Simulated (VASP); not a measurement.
**MgO: single point with PBEsol**

Crystal: MgO.

```
CELL_PARAMETERS angstrom
3.30779 0.00000 0.00000
-1.65389 2.86463 0.00000
0.00000 0.00000 4.98288
ATOMIC_POSITIONS crystal
Mg 0.66667 0.33333 0.50216
Mg 0.33333 0.66667 0.00216
O 0.66667 0.33333 0.90244
O 0.33333 0.66667 0.40244
```

- Program: VASP 6.6.1
- Task: single point
- Functional: PBEsol
- Potentials or basis: VASP PAW PBE potentials, release 64 (Mg, O)
- Cutoff: 520 eV
- k mesh: 9 × 9 × 6
- Occupations: fermi-dirac, width 0.05 eV
- Spin: no spin polarisation
- Dipole correction: no
- Further INCAR settings: ALGO = Normal; EDIFF = 1e-07; NBANDS = 16

```yaml
Pressure: 0.1 GPa
Largest_force: 0.009 eV/Å
Band_gap_on_the_k_mesh: 3.34 eV, direct
```

Forces in eV/Å, atoms in the order of the input:
```
Mg   0.000  0.000  0.009
Mg   0.000  0.000  0.009
O    0.000  0.000 -0.009
O    0.000  0.000 -0.009
```

Levels at points of the mesh, in eV from the valence-band top:
```tsv
k point	band 5	band 6	band 7	band 8	band 9	band 10	band 11	band 12
(0.00, 0.00, 0.00)	-0.80	-0.45	-0.45	0.00	3.34	8.40	10.22	13.95
(0.00, 0.00, 0.50)	-0.63	-0.63	-0.63	-0.63	5.88	5.88	13.09	13.09
```

Wall time 20 s on 1 thread of Intel(R) Xeon(R) Platinum 8488C (Sapphire Rapids), with other jobs on the host, peak memory 0.19 GiB.

Caveat: the PAW data sets were made with another functional, which shifts forces and pressure a little. PBEsol gaps usually lie below the measured ones, often by a third to a half.
